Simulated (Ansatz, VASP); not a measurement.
## Two plane-wave programs on SiMo5

```
Si Mo
1.0
     4.98034    0.00000    0.00000
    -2.49017    4.31310    0.00000
     0.00000    0.00000    4.82179
Si Mo
1 5
Cartesian
  0.0000 0.0000 0.0000
  0.0000 2.8754 0.0000
  2.4902 1.4377 0.0000
  2.4902 0.0000 2.4109
  1.2451 2.1566 2.4109
  -1.2451 2.1566 2.4109
```

Change from the starting cell: species swapped into the GdCu5 type (P6/mmm, No. 191).

Alike in both runs: functional PBE; k mesh 4 × 4 × 4; occupations gaussian, width 0.2 eV; no spin polarisation.

Ansatz relaxed the structure, and its values are those at the end. VASP's run is a single point on that final structure, the one shown.

|  | VASP | Ansatz |
| --- | --- | --- |
| version | VASP 6.6.1 | Ansatz 0.2.0 |
| potentials or method | VASP PAW PBE potentials, release 64 (Si, Mo_sv), cutoff 500 eV | scalar-relativistic, plane waves, PAW |
| valence electrons in the cell | 74 | 74 |

```csv
,VASP,Ansatz,Ansatz less VASP
gap on the k mesh at the Fermi level (eV),none,none,-
pressure (GPa),0.5,0.1,-0.46
```

A gap of «none» marks a metal or a gap that the smearing closes.

The k mesh is coarse, so the values compare programs but aren't converged.
